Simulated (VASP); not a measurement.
Runs of VASP 6.6.1 on AgBr. The structure is that of space group Fm-3m (No. 225), or close to it. The cells are those of the table. 

```csv
task,cell,cutoff (eV),gap on the mesh (eV),pressure (GPa)
single point,"a = 4.090 Å, angles 60.0°, 2 atoms",500,0.51,-2.6
electric field gradients,"a = 4.090 Å, angles 60.0°, 2 atoms",400,0.51,(b)
single point,"a = 3.797 Å, angles 60.0°, 2 atoms",500,0.57,13.5
single point,"a = 3.632 Å, angles 60.0°, 2 atoms",500,(a),34.7
single point,"a = 3.014 Å, angles 60.0°, 2 atoms",500,none,412.3
electric field gradients,"a = 3.797 Å, angles 60.0°, 2 atoms",400,0.57,13.2
relaxation of the atoms,"atoms relaxed from a = 3.797 Å, angles 60.0°, 2 atoms",450,0.57,13.5
```

Alike in all rows: level PBEsol; potentials or basis VASP PAW PBE potentials, release 64 (Ag, Br); no spin polarisation; k mesh 8 × 8 × 8; smearing fermi-dirac 0.03 eV.

Problem. Fill in the values left out.

Solution. (a) 0.56; (b) -2.8.

Caveats: the PAW data sets were made with another functional, which shifts forces and pressure a little; the relaxation stopped at its first step, so nothing moved (some runs).

A k mesh can miss the band edges, and the runs leave out spin-orbit coupling on Ag, Br.

A gap of «none» marks levels without a gap at the run's occupations.
